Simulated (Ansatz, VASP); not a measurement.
# One calculation of Si, two programs

```
Si
1.0
     3.34558   -3.34558    1.93042
     3.34558    3.34558   -1.93042
    -3.34558    3.34558    5.79125
Si
8
Direct
  0.25450 0.28324 0.18053
  0.58931 0.35722 0.58931
  0.41069 0.64278 0.41069
  0.91069 0.64278 0.91069
  0.73208 0.00000 0.08931
  0.23208 0.00000 0.58931
  0.76792 0.00000 0.41069
  0.26792 0.00000 0.91069
```

Alike in both runs: task single point; functional PBE; k mesh 8 × 8 × 8; occupations gaussian, width 0.05 eV; no spin polarisation.

```csv
,VASP,Ansatz
version,VASP 6.6.1,Ansatz 0.2.0
potentials or method,"VASP PAW PBE potentials, release 64 (Si), cutoff 520 eV","scalar-relativistic, plane waves, PAW"
valence electrons in the cell,32,32
```

|  | VASP | Ansatz | Ansatz less VASP |
| --- | --- | --- | --- |
| gap on the k mesh at the Fermi level (eV) | none | none | - |
| pressure (GPa) | 4.4 | 4.5 | +0.09 |
| traceless stress, the component that is largest in VASP (GPa) | 6.18 | 6.22 | +0.042 |
| rms of the force components (eV/Å) | 1.817 | 1.830 | +0.0123 |

Atom by atom the forces differ by 0.013 eV/Å (rms over components). A gap of «none» marks a metal or a gap that the smearing closes. With one functional, cell and mesh, what is left measures potentials, basis and numerics.
